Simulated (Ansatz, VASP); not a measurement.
## Os: VASP beside Ansatz

Contents of INCAR:

```
PREC     = Accurate       # precision mode
ENCUT    = 520            # plane-wave cutoff, eV
EDIFF    = 1E-6           # SCF threshold, eV
ISMEAR   = 0              # smearing method
SIGMA    = 0.1            # smearing width, eV
LREAL    = F              # projectors in reciprocal space
LASPH    = T              # aspherical terms in the spheres
NELM     = 80             # most SCF steps
ALGO     = Normal         # electronic algorithm
ISIF     = 2              # what is computed and relaxed
LWAVE    = F              # write WAVECAR
LCHARG   = T              # write CHGCAR
GGA      = CA             # functional
LELF     = T              # ELF
LVHAR    = T            
NBANDS   = 15             # bands
```

KPOINTS

```
Automatic mesh
0
Gamma
  9 9 4
```

POSCAR

```
Os
1.0
    2.7461342300      0.0000000000      0.0000000000
   -1.3730671200      2.3782220100      0.0000000000
    0.0000000000      0.0000000000      4.3263142200
Os
2
Direct
    0.3333333300      0.6666666700      0.2500000000
    0.6666666700      0.3333333300      0.7500000000
```

Input for Ansatz:

```yaml
crystal:
  lattice:
    - [2.74613423, 0.0, 0.0]
    - [-1.37306712, 2.37822201, 0.0]
    - [0.0, 0.0, 4.32631422]
  atoms:
    - { symbol: Os, position: [0.33333333, 0.66666667, 0.25] }
    - { symbol: Os, position: [0.66666667, 0.33333333, 0.75] }
basis:
  ecutwfc: 420
kpoints:
  mp_grid: { grid: [9, 9, 4] }
hamiltonian:
  xc: lda
  pseudopotentials: { kind: paw, azcp: { folder: soft_1 } }
scf:
  occupations: { method: gaussian, width: 0.1 }
output:
  forces: true
  stress: true
  eigenvalues: true
```

Alike in both runs: task single point; functional LDA; k mesh 9 × 9 × 4; occupations gaussian, width 0.1 eV; no spin polarisation.

|  | VASP | Ansatz |
| --- | --- | --- |
| version | VASP 6.6.1 | Ansatz 0.2.0 |
| potentials or method | VASP PAW LDA potentials, release 64 (Os), cutoff 520 eV | scalar-relativistic, plane waves, PAW |
| valence electrons in the cell | 16 | 32 |

VASP gave:

| Property | Result |
| --- | --- |
| gap on the k mesh at the Fermi level (eV) | none |
| pressure (GPa) | -12.2 |
| traceless stress, the component that is largest in VASP (GPa) | -0.12 |

Task: What did Ansatz give for the same quantities?

Result: gap on the k mesh at the Fermi level (eV): none; pressure (GPa): -12.8; traceless stress, the component that is largest in VASP (GPa): 0.15.

Ansatz warns that its potentials were made for another functional, while VASP's fit it. LDA's correlation is that of Perdew and Zunger in VASP and of Perdew and Wang (1992) in Ansatz. A gap of «none» marks a metal or a gap that the smearing closes. VASP's potentials hold 16 valence electrons a cell and Ansatz's 32, so a difference there can come from the potentials and not from the codes.

The k mesh is coarse, so the values compare programs but aren't converged. Spin-orbit coupling is off throughout.
